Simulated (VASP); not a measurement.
Here is a VASP 6.6.1 calculation.

Contents of INCAR:

```
SYSTEM = Ba2PdPtC6N6
ALGO = Normal ; EDIFF = 1E-6
ENCUT = 520 ; GGA = PE
ISIF = 2 ; ISMEAR = 0
LASPH = .True. ; LCHARG = .False.
LREAL = Auto ; LWAVE = .False.
NBANDS = 61 ; NELM = 80
PREC = Accurate ; SIGMA = 0.1
```

File KPOINTS:

```
k-points
0
Gamma
  4 4 4
  0 0 0
```

The input POSCAR:

```
Ba2PdPtC6N6
1.0
    0.0000000000      5.1155000000      5.1155000000
    5.1155000000      0.0000000000      5.1155000000
    5.1155000000      5.1155000000      0.0000000000
Ba Pd Pt C N
2 1 1 6 6
Direct
    0.2500000000      0.2500000000      0.2500000000
    0.7500000000      0.7500000000      0.7500000000
    0.0000000000      0.0000000000      0.0000000000
    0.5000000000      0.5000000000      0.5000000000
    0.8105757000      0.1894243000      0.1894243000
    0.1894243000      0.8105757000      0.1894243000
    0.1894243000      0.1894243000      0.8105757000
    0.1894243000      0.8105757000      0.8105757000
    0.8105757000      0.1894243000      0.8105757000
    0.8105757000      0.8105757000      0.1894243000
    0.6962173800      0.3037826200      0.3037826200
    0.3037826200      0.6962173800      0.3037826200
    0.3037826200      0.3037826200      0.6962173800
    0.3037826200      0.6962173800      0.6962173800
    0.6962173800      0.3037826200      0.6962173800
    0.6962173800      0.6962173800      0.3037826200
```

Potentials or basis: VASP PAW PBE potentials, release 64 (Ba_sv, Pd, Pt, C, N).

Run with:

```sh
$ cat potpaw_PBE.64/Ba_sv/POTCAR potpaw_PBE.64/Pd/POTCAR potpaw_PBE.64/Pt/POTCAR potpaw_PBE.64/C/POTCAR potpaw_PBE.64/N/POTCAR > POTCAR
$ mpirun -np 1 vasp_std > vasp.out
```

Problem. Predict the largest force.

Solution. 1.609 eV/Å.

Problem. Estimate the pressure.

Solution. 20.2 GPa.

Forces in eV/Å, atoms in the order of the input:
```
Ba   0.000  0.000  0.000
Ba   0.000  0.000  0.000
Pd   0.000  0.000  0.000
Pt   0.000  0.000  0.000
C    1.609  0.000  0.000
C    0.000  1.609  0.000
C    0.000  0.000  1.609
C   -1.609  0.000  0.000
C    0.000 -1.609  0.000
C    0.000  0.000 -1.609
N   -0.318  0.000  0.000
N    0.000 -0.318  0.000
N    0.000  0.000 -0.318
N    0.318  0.000  0.000
N    0.000  0.318  0.000
N    0.000  0.000  0.318
```

Caveat: forces of over 1 eV/Å act on the atoms, so gaps and moduli don't describe the material at rest.
